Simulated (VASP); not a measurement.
# CuO in VASP: a series of runs

Runs on CuO. Level: PBE. Tasks: single point.

Program: VASP 6.6.1. These are calculated values, not measurements. Logs are shortened: lines on timing, memory, paths and dates and some standing lists are left out, and cuts for length are marked.

## (1) The cell of the first run

It takes space group Cc (No. 9, monoclinic). Conventional cell: a = 4.689 Å, b = 3.427 Å, c = 5.132 Å, α = 90.00°, β = 99.65°, γ = 90.00°. Within 2.5 Å of Cu (site symmetry 1) lie 4 O at 1.91 to 2.02 Å. O (site symmetry 1) has 4 Cu at 1.91 to 2.02 Å within 2.5 Å.

## (2) Single point, PBE

Input file INCAR:

```
PREC = Accurate
ENCUT = 520
EDIFF = 1E-6
ISMEAR = 0
SIGMA = 0.1
LREAL = F
LASPH = T
NELM = 60
ALGO = Normal
ISIF = 2
LWAVE = F
LCHARG = T
GGA = PE
LELF = T
LVHAR = T
NBANDS = 25
```

Input file KPOINTS:

```
Automatic mesh
0
Gamma
  16 16 8
```

Input file POSCAR:

```
CuO
1.0
    2.3446500000     -1.7134000000      0.0000000000
    2.3446500000      1.7134000000      0.0000000000
   -0.8605500000      0.0000000000      5.0594400000
Cu O
2 2
Direct
    0.0032000000      0.4968000000      0.0000000000
    0.4968000000      0.0032000000      0.5000000000
    0.5714000000      0.4056000000      0.2537000000
    0.4056000000      0.5714000000      0.7537000000
```

Potentials or basis: VASP PAW PBE potentials, release 64 (Cu, O).

On the command line:

```sh
$ cat potpaw_PBE.64/Cu/POTCAR potpaw_PBE.64/O/POTCAR > POTCAR
$ mpirun -np 1 vasp_std > vasp.out
```

OUTCAR:

```text
PREC = Accurate
   ENCUT = 520
   EDIFF = 1E-6
   ISMEAR = 0
   LREAL = F
   LASPH = T
   NELM = 60
   ISIF = 2
   GGA = PE

 ion  position               nearest neighbor table
   1  0.003  0.497  0.000-   4 1.91   3 1.93   4 1.98   3 2.02
   2  0.497  0.003  0.500-   3 1.91   4 1.93   3 1.98   4 2.02
   3  0.571  0.406  0.254-   2 1.91   1 1.93   2 1.98   1 2.02
   4  0.406  0.571  0.754-   1 1.91   2 1.93   1 1.98   2 2.02

  LATTYP: Found a base centered monoclinic cell.
 ALAT       =     4.6893000000
 B/A-ratio  =     0.7307700510
 C/A-ratio  =     1.0944283424
 COS(beta)  =    -0.1676798048

  Lattice vectors:

 A1 = (   2.3446500000,  -1.7134000000,   0.0000000000)
 A2 = (   2.3446500000,   1.7134000000,   0.0000000000)
 A3 = (  -0.8605500000,   0.0000000000,   5.0594400000)

Analysis of symmetry for initial positions (statically):
=====================================================================
 Subroutine PRICEL returns:
 Original cell was already a primitive cell.

 Routine SETGRP: Setting up the symmetry group for a
 base centered monoclinic supercell.

 Subroutine GETGRP returns: Found  2 space group operations
 (whereof  1 operations were pure point group operations)
 out of a pool of  4 trial point group operations.

The static configuration has the point symmetry C_1 .
 The point group associated with its full space group is C_1h.

Analysis of symmetry for dynamics (positions and initial velocities):
=====================================================================
 Subroutine PRICEL returns:
 Original cell was already a primitive cell.

 Routine SETGRP: Setting up the symmetry group for a
 base centered monoclinic supercell.

 Subroutine GETGRP returns: Found  2 space group operations
 (whereof  1 operations were pure point group operations)
 out of a pool of  4 trial point group operations.

The dynamic configuration has the point symmetry C_1 .
 The point group associated with its full space group is C_1h.

 Subroutine INISYM returns: Found  2 space group operations
 (whereof  1 operations are pure point group operations),
 and found     1 'primitive' translations

----------------------------------------------------------------------------------------

                                     Primitive cell
[... 92 lines left out ...]
   LASPH  =      T    aspherical Exc in radial PAW
   ENCUT  =  520.0 eV  38.22 Ry    6.18 a.u.   5.40  5.40  9.54*2*pi/ulx,y,z
   NELM   =     60;   NELMIN=  2; NELMDL= -5     # of ELM steps
   EDIFF  = 0.1E-05   stopping-criterion for ELM
   LREAL  =      F    real-space projection
   EDIFFG = 0.1E-04   stopping-criterion for IOM
   NSW    =      0    number of steps for IOM
   IBRION =     -1    ionic relax: 0-MD 1-quasi-New 2-CG
   NFREE  =      0    steps in history (QN), initial steepest desc. (CG)
   ISIF   =      2    stress and relaxation
   ISYM   =      2    0-nonsym 1-usesym 2-fastsym
   POTIM  = 0.5000    time-step for ionic-motion
   TEBEG  =    0.0;   TEEND  =   0.0 temperature during run
   PSTRESS=    0.0 pullay stress
   NELECT =      34.0000    total number of electrons
   NUPDOWN=      -1.0000    fix difference up-down
   EMIN   =  10.00;   EMAX   =-10.00  energy-range for DOS
   EFERMI =   0.00;   METHOD = LEGACY
   ISMEAR =     0;   SIGMA  =   0.10  broadening in eV -4-tet -1-fermi 0-gaus
   EFERMI_NEDOS =   21; number of points for ismear=-14 and -15
   IALGO  =     38    algorithm
   IMIX   =      4    mixing-type and parameters
     AMIX     =   0.40;   BMIX     =  1.00
     AMIX_MAG =   1.60;   BMIX_MAG =  1.00
  volume/ion in A,a.u.               =      10.16        68.58
  Fermi-wavevector in a.u.,A,eV,Ry     =   1.542451  2.914810 32.370373  2.379155
  Thomas-Fermi vector in A             =   2.648254
   LORBIT       =      0    0 simple, 1 ext, 2 COOP (PROOUT), +10 PAW based schemes
   GGA     = PE    functional components
   LHFCALC =     F    Hartree Fock is set to
   AEXX    =    0.0000 exact exchange contribution
   IVDW    =     0    specifies the selected vdW correction
   LEPSILON=     F    determine dielectric tensor
   LRPA    =     F    only Hartree local field effects (RPA)
 non-spin polarized calculation
 Gauss-broadening in eV      SIGMA  =   0.10
  energy-cutoff  :      520.00
  volume of cell :       40.65
 maximum number of plane-waves:      1129
 NGX is ok and might be reduce to    24
   NGX = 11   NGY = 11   NGZ = 19

 number of electron      33.9999999 magnetization

 Free energy of the ion-electron system (eV)
  ---------------------------------------------------
  ext. energy  EPLUGINS =         0.00000000
  ---------------------------------------------------
  free energy    TOTEN  =       -19.48606362 eV

  energy without entropy =      -19.47477773  energy(sigma->0) =      -19.48042067

 E-fermi :   5.6821     XC(G=0): -11.8989

 val. band max:        5.6818985492   @ k =   0.2500   0.1875   0.2500
 cond. band min:       5.6906274207   @ k =   0.3750   0.2500   0.5000
 fundamental gap:      0.0087288715
 Fermi energy:         5.6821216171

 k-point     1 :       0.0000    0.0000    0.0000
  band No.  band energies     occupation
      1     -14.2271      2.00000
      2     -12.9136      2.00000
      3      -2.4369      2.00000
      4       0.1485      2.00000
      5       0.5077      2.00000
      6       2.2995      2.00000
[... 661 lines left out ...]
     24      21.1652      0.00000
     25      22.5392      0.00000

 [... further k-points ...]

------------------------ aborting loop because EDIFF is reached ----------------------------------------

  FORCE on cell =-STRESS in cart. coord.  units (eV):
  Direction    XX          YY          ZZ          XY          YZ          ZX
  --------------------------------------------------------------------------------------
  -------------------------------------------------------------------------------------
  Total        1.6116499      1.7837900      1.5006671      0.0000000      0.0000000     -0.4550155
  in kB       63.5202302     70.3048164     59.1460452      0.0000000      0.0000000    -17.9336033
  external PRESSURE =      64.3236973 kB  Pullay stress =       0.0000000 kB

 VOLUME and BASIS-vectors are now :
 -----------------------------------------------------------------------------
  energy-cutoff  :      520.00
  volume of cell :       40.65
      direct lattice vectors                 reciprocal lattice vectors
     2.344650000 -1.713400000  0.000000000     0.213251445 -0.291817439  0.036271510
     2.344650000  1.713400000  0.000000000     0.213251445  0.291817439  0.036271510
    -0.860550000  0.000000000  5.059440000     0.000000000  0.000000000  0.197650333

 POSITION                                       TOTAL-FORCE (eV/Angst)
 -----------------------------------------------------------------------------------
      1.17233      0.84573      0.00000        -0.650503      0.364563      0.254148
      0.74205     -0.84573      2.52972        -0.650503     -0.364563      0.254148
      2.07240     -0.28408      1.28358         0.650503      0.269515     -0.254148
      1.64213      0.28408      3.81330         0.650503     -0.269515     -0.254148
 -----------------------------------------------------------------------------------
    total drift:                               -0.000237      0.000000     -0.000489

  FREE ENERGIE OF THE ION-ELECTRON SYSTEM (eV)
  ---------------------------------------------------
  free  energy   TOTEN  =       -19.4860636180 eV

  energy  without entropy=      -19.4747777254  energy(sigma->0) =      -19.48042067
```

OSZICAR:

```text
N       E                     dE             d eps       ncg     rms          rms(c)
DAV:   1     0.295236801396E+03    0.29524E+03   -0.16429E+04 29476   0.216E+03
DAV:   2     0.108537158973E+02   -0.28438E+03   -0.26201E+03 28211   0.397E+02
DAV:   3    -0.244223642207E+02   -0.35276E+02   -0.33352E+02 34317   0.155E+02
DAV:   4    -0.255970771015E+02   -0.11747E+01   -0.11688E+01 34229   0.303E+01
DAV:   5    -0.256188503572E+02   -0.21773E-01   -0.21762E-01 36063   0.367E+00    0.174E+01
DAV:   6    -0.229105921730E+02    0.27083E+01   -0.34998E+01 39580   0.150E+02    0.132E+01
DAV:   7    -0.194221173001E+02    0.34885E+01   -0.97931E+00 33568   0.115E+02    0.260E+00
DAV:   8    -0.195215407471E+02   -0.99423E-01   -0.15214E+00 29275   0.851E+00    0.162E+00
DAV:   9    -0.194904634888E+02    0.31077E-01   -0.58667E-02 47227   0.649E+00    0.505E-01
DAV:  10    -0.194865695358E+02    0.38940E-02   -0.13227E-02 41516   0.187E+00    0.325E-01
DAV:  11    -0.194860012062E+02    0.56833E-03   -0.60510E-03 42109   0.705E-01    0.492E-02
DAV:  12    -0.194860251326E+02   -0.23926E-04   -0.27303E-04 35069   0.182E-01    0.295E-02
DAV:  13    -0.194860656411E+02   -0.40508E-04   -0.46023E-05 42124   0.779E-02    0.109E-02
DAV:  14    -0.194860636842E+02    0.19569E-05   -0.75501E-07 25176   0.362E-02    0.558E-03
DAV:  15    -0.194860636180E+02    0.66171E-07   -0.29725E-06 24824   0.165E-02
   1 F= -.19486064E+02 E0= -.19480421E+02  d E =-.112859E-01
```

stdout:

```text
POSCAR found type information on POSCAR CuO
 POSCAR found :  2 types and       4 ions
 scaLAPACK will be used
 LDA part: xc-table for (Slater+PW92), standard interpolation
 POSCAR, INCAR and KPOINTS ok, starting setup
 FFT: planning ... GRIDC
 FFT: planning ... GRID_SOFT
 FFT: planning ... GRID
 WAVECAR not read
 entering main loop
```

Wall time 7.1 min (1 thread of Intel Xeon Platinum 8259CL at 2.50GHz (Skylake/Cascade Lake), shared host); peak memory 0.54 GiB.

What came out:

```
Free energy            : -19.4861 eV
Pressure               : 6.4 GPa
Largest force          : 0.788 eV/Å
Band gap on the k mesh : zero (bands 17 and 18 overlap by 0.72 eV)
```

Forces in eV/Å, atoms in the order of the input:
```
Cu  -0.651  0.365  0.254
Cu  -0.651 -0.365  0.254
O    0.651  0.270 -0.254
O    0.651 -0.270 -0.254
```

Stress tensor (GPa, compression positive):
```
 6.35  0.00 -1.79
 0.00  7.03  0.00
-1.79  0.00  5.91
```

Levels at points of the mesh, in eV from the Fermi level:
```tsv
k point	band 15	band 16	band 17	band 18	band 19	band 20
(0.00, 0.00, 0.00)	-2.14	-1.66	0.21	0.91	1.71	6.05
(0.50, 0.00, 0.00)	-1.49	-1.40	-0.04	0.29	4.91	6.32
(0.50, 0.50, 0.00)	-1.68	-1.23	-0.65	1.06	3.39	7.06
(0.00, 0.00, 0.50)	-1.47	-1.47	0.24	0.24	3.93	3.93
(0.50, 0.00, 0.50)	-1.74	-1.60	-0.10	0.73	5.15	6.53
(0.50, 0.50, 0.50)	-1.31	-1.31	-0.42	-0.42	5.24	5.24
```

Caveat: the cell stands under pressure; semilocal functionals often make such compounds metallic where correlation or magnetic order opens a gap, which also shifts bond lengths.

## (3) Single point, PBE

Input file INCAR:

```
PREC = Accurate
ENCUT = 520
EDIFF = 1E-7
ISMEAR = 0
SIGMA = 0.1
LREAL = F
LASPH = T
NELM = 80
ALGO = Normal
ISIF = 2
LWAVE = F
LCHARG = F
GGA = PE
NBANDS = 25
```

Input file KPOINTS:

```
regular mesh
0
Gamma
  1 1 1
```

POSCAR is that of step 2.

Potentials or basis: VASP PAW PBE potentials, release 64 (Cu, O).

On the command line:

```sh
$ cat potpaw_PBE.64/Cu/POTCAR potpaw_PBE.64/O/POTCAR > POTCAR
$ mpirun -np 1 vasp_gam > vasp.out
```

Wall time 3.7 s (1 thread of Intel Xeon 6975P-C (Granite Rapids), shared host); peak memory 0.14 GiB.

The run converged. Its results:

* Free energy: -15.4381 eV
* Pressure: 5.8 GPa
* Largest force: 1.629 eV/Å

Forces in eV/Å, atoms in the order of the input:
```
Cu  -1.173  0.429  0.321
Cu  -1.173 -0.429  0.321
O    1.173  1.084 -0.321
O    1.173 -1.084 -0.321
```

Stress tensor (GPa, compression positive):
```
-12.19   0.00   7.20
  0.00   2.99   0.00
  7.20   0.00  26.57
```

Levels at points of the mesh, in eV from the Fermi level:
| k point | band 14 | band 15 | band 16 | band 17 | band 18 | band 19 | band 20 | band 21 |
| --- | --- | --- | --- | --- | --- | --- | --- | --- |
| (0.00, 0.00, 0.00) | -3.04 | -2.77 | -2.60 | -0.14 | 0.14 | 0.90 | 5.49 | 7.54 |

Caveat: the k points lie up to 2.28 Å⁻¹ apart; forces of over 1 eV/Å act on the atoms, so gaps and moduli don't describe the material at rest.

[end of part 1 of 2]
